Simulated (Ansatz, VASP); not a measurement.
## One calculation of Be3Al2, two programs

```
CELL_PARAMETERS angstrom
2.48571 -3.98583 0.12971
2.48571 3.98583 0.12971
-0.21318 0.00000 3.93370
ATOMIC_POSITIONS crystal
Be 0.00000 0.00000 0.00000
Be 0.50000 0.50000 0.00000
Be 0.50000 0.50000 0.50000
Al 0.00000 0.50000 0.00000
Al 0.50000 0.00000 0.00000
```

Alike in both runs: functional PBE; k mesh 4 × 4 × 6; occupations gaussian, width 0.1 eV; no spin polarisation.

Ansatz relaxed the structure, and its values are those at the end. VASP's run is a single point on that final structure, the one shown.

```csv
,VASP,Ansatz
version,VASP 6.6.1,Ansatz 0.2.0
potentials or method,"VASP PAW PBE potentials, release 64 (Be, Al), cutoff 520 eV","scalar-relativistic, plane waves, PAW"
valence electrons in the cell,12,12
```

```csv
,VASP,Ansatz,Ansatz less VASP
gap on the k mesh at the Fermi level (eV),none,none,-
pressure (GPa),0.0,0.0,-0.03
```

A gap of «none» marks a metal or a gap that the smearing closes.

The k mesh is coarse, so the values compare programs but aren't converged.
